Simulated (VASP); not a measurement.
# BN (P1) in VASP: further runs

Runs on BN. Level: PBE. Tasks: single point.

Program: VASP 6.6.1. These are calculated values, not measurements. Logs are shortened: lines on timing, memory, paths and dates and some standing lists are left out, and cuts for length are marked.

## Step 1: The cell of the first run

The typed cell holds 4 atoms: a = 2.563 Å, b = 2.563 Å, c = 4.439 Å, α = 73.22°, β = 73.22°, γ = 60.00°.

## Step 2: Single point, PBE (mode 4 frozen in at -0.068 Å and mode 5 at +0.085 Å (largest displacements))

Contents of INCAR:

```
PREC     = Accurate       # precision mode
ENCUT    = 520            # plane-wave cutoff, eV
EDIFF    = 1E-7           # SCF threshold, eV
ISMEAR   = 0              # smearing method
SIGMA    = 0.05           # smearing width, eV
LREAL    = False          # projectors in reciprocal space
LASPH    = True           # aspherical terms in the spheres
NELM     = 80             # most SCF steps
ALGO     = Normal         # electronic algorithm
ISIF     = 2              # what is computed and relaxed
LWAVE    = False          # write WAVECAR
LCHARG   = False          # write CHGCAR
GGA      = PE             # functional
NBANDS   = 16             # bands
```

Contents of KPOINTS:

```
regular mesh
0
Gamma
  6 6 6
```

Contents of POSCAR:

```
BN
1.0
    0.0000000000     -1.8123937734     -1.8123937734
   -1.8123937734      0.0000000000     -1.8123937734
    1.8123937734      1.8123937734     -3.6247875468
B N
2 2
Direct
   -0.0429517893      0.0398760090      0.0000000000
    0.5429517893      0.4601239910      0.5000000000
    0.3310446284      0.4158077248      0.8750000000
    0.9189553716      0.8341922752      0.3750000000
```

Potentials or basis: VASP PAW PBE potentials, release 64 (B, N).

On the command line:

```
cat potpaw_PBE.64/B/POTCAR potpaw_PBE.64/N/POTCAR > POTCAR
mpirun -np 1 vasp_std > vasp.out
```

OUTCAR:

```text
PREC = Accurate
   ENCUT = 520
   EDIFF = 1E-7
   ISMEAR = 0
   LREAL = False
   LASPH = True
   NELM = 80
   ISIF = 2
   GGA = PE

 ion  position               nearest neighbor table
   1  0.957  0.040  0.000-   3 1.57   3 1.57   3 1.57   4 1.58
   2  0.543  0.460  0.500-   4 1.57   4 1.57   4 1.57   3 1.58
   3  0.331  0.416  0.875-   1 1.57   1 1.57   1 1.57   2 1.58
   4  0.919  0.834  0.375-   2 1.57   2 1.57   2 1.57   1 1.58

  LATTYP: Found a trigonal (rhomboedric) cell.
 ALAT       =     4.4394399578
 COS(alpha) =     0.8333333333

  Lattice vectors:

 A1 = (   1.8123937734,   3.6247875468,  -1.8123937734)
 A2 = (   3.6247875468,   1.8123937734,  -1.8123937734)
 A3 = (   1.8123937734,   1.8123937734,  -3.6247875468)

Analysis of symmetry for initial positions (statically):
=====================================================================
 Subroutine PRICEL returns:
 Original cell was already a primitive cell.

 Routine SETGRP: Setting up the symmetry group for a
 trigonal (rhombohedral) supercell.

 Subroutine GETGRP returns: Found  1 space group operations
 (whereof  1 operations were pure point group operations)
 out of a pool of 12 trial point group operations.

The static configuration has the point symmetry C_1 .

Analysis of symmetry for dynamics (positions and initial velocities):
=====================================================================
 Subroutine PRICEL returns:
 Original cell was already a primitive cell.

 Routine SETGRP: Setting up the symmetry group for a
 trigonal (rhombohedral) supercell.

 Subroutine GETGRP returns: Found  1 space group operations
 (whereof  1 operations were pure point group operations)
 out of a pool of 12 trial point group operations.

The dynamic configuration has the point symmetry C_1 .

 Subroutine INISYM returns: Found  1 space group operations
 (whereof  1 operations are pure point group operations),
 and found     1 'primitive' translations

----------------------------------------------------------------------------------------

                                     Primitive cell

  volume of cell :      23.8132

  direct lattice vectors                    reciprocal lattice vectors
     0.000000000 -1.812393773 -1.812393773     0.137939119 -0.413817356 -0.137939119
    -1.812393773  0.000000000 -1.812393773    -0.413817356  0.137939119 -0.137939119
     1.812393773  1.812393773 -3.624787547     0.137939119  0.137939119 -0.137939119

  length of vectors
     2.563111855  2.563111855  4.439439958     0.457492301  0.457492301  0.238917562

  position of ions in fractional coordinates (direct lattice)
     0.957048211  0.039876009  0.000000000
     0.542951789  0.460123991  0.500000000
     0.331044628  0.415807725  0.875000000
     0.918955372  0.834192275  0.375000000

  ion indices of the primitive-cell ions
   primitive index   ion index
                 1           1
                 2           2
                 3           3
                 4           4

----------------------------------------------------------------------------------------

 KPOINTS: regular mesh

Automatic generation of k-mesh.
 Grid dimensions read from file:
 generate k-points for:    6    6    6

 Generating k-lattice:

  Cartesian coordinates                     Fractional coordinates (reciprocal lattice)
     0.022989853 -0.068969559 -0.022989853     0.166666667  0.000000000 -0.000000000
    -0.068969559  0.022989853 -0.022989853     0.000000000  0.166666667 -0.000000000
     0.022989853  0.022989853 -0.022989853     0.000000000  0.000000000  0.166666667

  Length of vectors
     0.076248717  0.076248717  0.039819594

  Shift w.r.t. Gamma in fractional coordinates (k-lattice)
     0.000000000  0.000000000  0.000000000

 Subroutine IBZKPT returns following result:
 ===========================================

 Found    112 irreducible k-points:

 Following reciprocal coordinates:
            Coordinates               Weight
  0.000000  0.000000  0.000000      1.000000
  0.166667  0.000000  0.000000      2.000000
  0.000000  0.166667  0.000000      2.000000
 -0.166667 -0.166667 -0.166667      2.000000
  0.333333  0.000000 -0.000000      2.000000
  0.000000  0.333333 -0.000000      2.000000
[... 16 lines left out ...]
 -0.166667  0.500000 -0.000000      2.000000
 -0.333333  0.500000  0.500000      2.000000
 [... further k-points ...]
   k-points           NKPTS =    112   k-points in BZ     NKDIM =    112   number of bands    NBANDS=     16
   number of dos      NEDOS =    301   number of ions     NIONS =      4
   total plane-waves  NPLWV =  14400
   dimension x,y,z NGX =    20 NGY =   20 NGZ =   36
   dimension x,y,z NGXF=    40 NGYF=   40 NGZF=   72
   ions per type =               2   2
   NGX,Y,Z   is equivalent  to a cutoff of  12.97, 12.97, 13.48 a.u.
   NGXF,Y,Z  is equivalent  to a cutoff of  25.94, 25.94, 26.96 a.u.
 SYSTEM =  unknown system
   PREC   = accura    normal or accurate (medium, high low for compatibility)
   ISTART =      0    job   : 0-new  1-cont  2-samecut
   ICHARG =      2    charge: 1-file 2-atom 10-const
   ISPIN  =      1    spin polarized calculation?
   LNONCOLLINEAR =      F non collinear calculations
   LSORBIT =      F    spin-orbit coupling
   LASPH  =      T    aspherical Exc in radial PAW
   ENCUT  =  520.0 eV  38.22 Ry    6.18 a.u.   4.77  4.77  8.25*2*pi/ulx,y,z
   NELM   =     80;   NELMIN=  2; NELMDL= -5     # of ELM steps
   EDIFF  = 0.1E-06   stopping-criterion for ELM
   LREAL  =      F    real-space projection
   EDIFFG = 0.1E-05   stopping-criterion for IOM
   NSW    =      0    number of steps for IOM
   IBRION =     -1    ionic relax: 0-MD 1-quasi-New 2-CG
   NFREE  =      0    steps in history (QN), initial steepest desc. (CG)
   ISIF   =      2    stress and relaxation
   ISYM   =      2    0-nonsym 1-usesym 2-fastsym
   POTIM  = 0.5000    time-step for ionic-motion
   TEBEG  =    0.0;   TEEND  =   0.0 temperature during run
   PSTRESS=    0.0 pullay stress
   NELECT =      16.0000    total number of electrons
   NUPDOWN=      -1.0000    fix difference up-down
   EMIN   =  10.00;   EMAX   =-10.00  energy-range for DOS
   EFERMI =   0.00;   METHOD = LEGACY
   ISMEAR =     0;   SIGMA  =   0.05  broadening in eV -4-tet -1-fermi 0-gaus
   EFERMI_NEDOS =   21; number of points for ismear=-14 and -15
   IALGO  =     38    algorithm
   IMIX   =      4    mixing-type and parameters
     AMIX     =   0.40;   BMIX     =  1.00
     AMIX_MAG =   1.60;   BMIX_MAG =  1.00
  volume/ion in A,a.u.               =       5.95        40.17
  Fermi-wavevector in a.u.,A,eV,Ry     =   1.433867  2.709616 27.973240  2.055975
  Thomas-Fermi vector in A             =   2.553338
   LORBIT       =      0    0 simple, 1 ext, 2 COOP (PROOUT), +10 PAW based schemes
   GGA     = PE    functional components
   LHFCALC =     F    Hartree Fock is set to
   AEXX    =    0.0000 exact exchange contribution
   IVDW    =     0    specifies the selected vdW correction
   LEPSILON=     F    determine dielectric tensor
   LRPA    =     F    only Hartree local field effects (RPA)
 non-spin polarized calculation
 Gauss-broadening in eV      SIGMA  =   0.05
  energy-cutoff  :      520.00
  volume of cell :       23.81
 maximum number of plane-waves:       663
   NGX =  9   NGY =  9   NGZ = 17

 number of electron      16.0000001 magnetization

 Free energy of the ion-electron system (eV)
  ---------------------------------------------------
  ext. energy  EPLUGINS =         0.00000000
  ---------------------------------------------------
  free energy    TOTEN  =       -34.65157818 eV

  energy without entropy =      -34.65157818  energy(sigma->0) =      -34.65157818

 E-fermi :   7.7180     XC(G=0): -12.7954

 val. band max:        7.4621379359   @ k =   0.0000   0.0000   0.0000
 cond. band min:      11.7044593690   @ k =   0.5000   0.0000   0.5000
 fundamental gap:      4.2423214331
 Fermi energy:         7.7180073090

 k-point     1 :       0.0000    0.0000    0.0000
  band No.  band energies     occupation
      1     -12.8228      2.00000
      2      -8.6253      2.00000
      3      -3.2705      2.00000
      4       5.4365      2.00000
      5       5.4766      2.00000
      6       7.1709      2.00000
[... 8 lines left out ...]
     15      18.3223      0.00000
     16      22.6345      0.00000

 k-point     2 :       0.1667    0.0000    0.0000
  band No.  band energies     occupation
      1     -12.2121      2.00000
      2      -8.2583      2.00000
      3      -2.5862      2.00000
      4       3.2326      2.00000
      5       4.7890      2.00000
      6       4.9987      2.00000
[... 8 lines left out ...]
     15      19.7037      0.00000
     16      22.7919      0.00000

 k-point     3 :       0.0000    0.1667    0.0000
  band No.  band energies     occupation
      1     -12.2119      2.00000
      2      -8.2591      2.00000
      3      -2.5852      2.00000
      4       3.2338      2.00000
      5       4.7838      2.00000
      6       5.0056      2.00000
[... 8 lines left out ...]
     15      19.7522      0.00000
     16      22.8079      0.00000

 k-point     4 :      -0.1667   -0.1667   -0.1667
  band No.  band energies     occupation
      1     -12.2107      2.00000
      2      -8.2646      2.00000
      3      -2.5785      2.00000
      4       3.2408      2.00000
      5       4.7604      2.00000
      6       5.0400      2.00000
[... 8 lines left out ...]
     15      19.9694      0.00000
     16      22.8946      0.00000
[... 324 lines left out ...]
 k-point    22 :      -0.1667    0.3333   -0.1667
  band No.  band energies     occupation
      1      -8.8636      2.00000
      2      -7.4249      2.00000
      3      -1.6497      2.00000
      4      -0.1575      2.00000
      5       1.3117      2.00000
      6       1.9943      2.00000
[... 8 lines left out ...]
     15      22.9834      0.00000
     16      23.6081      0.00000

 k-point    23 :      -0.1667    0.5000   -0.0000
  band No.  band energies     occupation
      1      -8.8662      2.00000
      2      -7.4229      2.00000
      3      -1.6368      2.00000
      4      -0.1481      2.00000
      5       1.2757      2.00000
      6       1.9684      2.00000
[... 8 lines left out ...]
     15      22.5916      0.00000
     16      23.6290      0.00000

 k-point    24 :      -0.3333    0.5000    0.5000
  band No.  band energies     occupation
      1      -8.8229      2.00000
      2      -7.5006      2.00000
      3      -1.5752      2.00000
      4      -0.0872      2.00000
      5       1.3211      2.00000
      6       1.8164      2.00000
[... 8 lines left out ...]
     15      22.9452      0.00000
     16      23.6261      0.00000

 [... further k-points ...]
[... 5 lines left out ...]
  --------------------------------------------------------------------------------------
  -------------------------------------------------------------------------------------
  Total       -0.1755403     -0.2636974      0.3778377      0.1917498     -0.0906096     -0.0740538
  in kB      -11.8105374    -17.7418448     25.4213229     12.9011332     -6.0963124     -4.9824220
  external PRESSURE =      -1.3770198 kB  Pullay stress =       0.0000000 kB

 VOLUME and BASIS-vectors are now :
 -----------------------------------------------------------------------------
  energy-cutoff  :      520.00
  volume of cell :       23.81
      direct lattice vectors                 reciprocal lattice vectors
     0.000000000 -1.812393773 -1.812393773     0.137939119 -0.413817356 -0.137939119
    -1.812393773  0.000000000 -1.812393773    -0.413817356  0.137939119 -0.137939119
     1.812393773  1.812393773 -3.624787547     0.137939119  0.137939119 -0.137939119

 POSITION                                       TOTAL-FORCE (eV/Angst)
 -----------------------------------------------------------------------------------
     -0.07227     -1.73455     -1.80682         0.653336     -0.715519     -0.069248
      0.07227     -0.07785     -3.63036        -0.661745      0.699513      0.032934
      0.83224      0.98586     -4.52528         0.899933     -0.954081     -0.052152
     -0.83224     -0.98586     -4.53669        -0.891524      0.970088      0.088466
 -----------------------------------------------------------------------------------
    total drift:                               -0.000046     -0.000058      0.000047

  FREE ENERGIE OF THE ION-ELECTRON SYSTEM (eV)
  ---------------------------------------------------
  free  energy   TOTEN  =       -34.6515781804 eV

  energy  without entropy=      -34.6515781804  energy(sigma->0) =      -34.65157818
```

Wall time 87 s (1 thread of AMD EPYC 7R13, shared host); peak memory 0.13 GiB.

What came out:

```yaml
Free_energy: -34.6516 eV
Pressure: -0.1 GPa
Largest_force: 1.320 eV/Å
Band_gap_on_the_k_mesh: 4.24 eV, indirect (least direct gap 6.20 eV)
```

Forces in eV/Å, atoms in the order of the input:
```
B    0.653 -0.716 -0.069
B   -0.662  0.700  0.033
N    0.900 -0.954 -0.052
N   -0.892  0.970  0.088
```

Stress tensor (GPa, compression positive):
```
-1.18  1.29 -0.50
 1.29 -1.77 -0.61
-0.50 -0.61  2.54
```

Levels at points of the mesh, in eV from the valence-band top:
| k point | band 4 | band 5 | band 6 | band 7 | band 8 | band 9 | band 10 | band 11 | band 12 | band 13 |
| --- | --- | --- | --- | --- | --- | --- | --- | --- | --- | --- |
| (0.00, 0.00, 0.00) | -2.03 | -1.99 | -0.29 | -0.20 | 0.00 | 8.33 | 8.56 | 8.71 | 9.65 | 10.19 |
| (0.50, 0.00, 0.00) | -8.76 | -5.46 | -4.78 | -3.76 | -3.72 | 7.04 | 7.44 | 11.52 | 13.16 | 13.70 |
| (0.00, 0.50, 0.00) | -8.76 | -5.46 | -4.83 | -3.75 | -3.70 | 7.07 | 7.43 | 11.53 | 13.20 | 13.55 |
| (0.50, 0.50, 0.50) | -8.83 | -5.31 | -5.26 | -3.65 | -3.65 | 7.30 | 7.32 | 12.10 | 12.25 | 14.00 |
| (0.50, 0.50, 0.00) | -9.01 | -5.02 | -4.88 | -2.27 | -1.90 | 4.32 | 9.23 | 9.60 | 10.43 | 10.48 |
| (0.00, 0.50, 0.50) | -9.02 | -4.98 | -4.94 | -2.15 | -1.95 | 4.25 | 8.79 | 9.71 | 10.42 | 10.72 |
| (0.50, 0.00, 0.50) | -9.02 | -4.98 | -4.93 | -2.13 | -1.96 | 4.24 | 8.73 | 9.73 | 10.45 | 10.71 |
| (0.00, 0.00, 0.50) | -5.53 | -1.45 | -1.45 | -1.05 | -1.05 | 8.72 | 8.78 | 9.87 | 10.01 | 10.95 |

Caveat: the k points lie up to 0.48 Å⁻¹ apart; the cell differs from its parent crystal (mode 4 frozen in at -0.068 Å and mode 5 at +0.085 Å (largest displacements)); forces of over 1 eV/Å act on the atoms, so gaps and moduli don't describe the material at rest. A k mesh can miss the band edges.

(Part 1 of 2 ends here.)
